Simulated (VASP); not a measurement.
The system is Ag.

```
Ag
1.0
     0.00000    2.04275    2.04275
     2.04275    0.00000    2.04275
     2.04275    2.04275    0.00000
Ag
1
Direct
  0.00000 0.00000 0.00000
```

* Program: VASP 6.6.1
* Task: relaxation of cell and atoms
* Functional: PBEsol
* Potentials or basis: VASP PAW PBE potentials, release 64 (Ag)
* Cutoff: 600 eV
* k mesh: 9 × 9 × 9
* Occupations: fermi-dirac, width 0.1 eV
* Spin: no spin polarisation

At the start: pressure -3.0 GPa; volume 17.05 Å³/atom.

Problem. Where does the relaxation end?

Solution. Over 3 steps the energy falls by 4.3 meV/atom and the volume is 16.60 Å³/atom (-2.6 %); space group Fm-3m (No. 225, to 0.05 Å).

Step by step:
```tsv
step	energy change (eV)	largest force (eV/Å)	pressure (GPa)	volume (Å³)
1	0.0000	0.0000	-2.98	17.05
2	-0.0018	0.0000	2.51	16.28
3	-0.0043	0.0000	-0.01	16.60
```

Final structure:
```yaml
crystal:
  lattice:
    - [0.00000, 2.02471, 2.02471]
    - [2.02471, 0.00000, 2.02471]
    - [2.02471, 2.02471, 0.00000]
  atoms:
    - { symbol: Ag, position: [0.00000, 0.00000, 0.00000] }
```

Caveat: the PAW data sets were made with another functional, which shifts forces and pressure a little.
